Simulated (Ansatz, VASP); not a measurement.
**BaS in VASP and in Ansatz**

```xyz
2
Lattice="0.0000 3.4685 3.4685 3.4685 0.0000 3.4685 3.4685 3.4685 0.0000" Properties=species:S:1:pos:R:3 pbc="T T T"
Ba    0.0000    0.0000    0.0000
S     1.7342    1.7342    1.7342
```

Alike in both runs: task electric field gradients; functional PBEsol; k mesh 8 × 8 × 8; occupations gaussian, width 0.05 eV; no spin polarisation.

|  | VASP | Ansatz |
| --- | --- | --- |
| version | VASP 6.6.1 | Ansatz 0.2.0 |
| potentials or method | VASP PAW PBE potentials, release 64 (Ba_sv, S), cutoff 520 eV | scalar-relativistic, plane waves, PAW |
| valence electrons in the cell | 16 | 16 |

```tsv
	VASP	Ansatz	Ansatz less VASP
gap on the k mesh at the Fermi level (eV)	2.69	2.67	-0.016
least direct gap on the mesh (eV)	3.32	3.36	+0.037
pressure (GPa)	0.5	0.0	-0.52
```

VASP's potentials were made for PBE, not for PBEsol.

Neither program's run includes spin-orbit coupling.
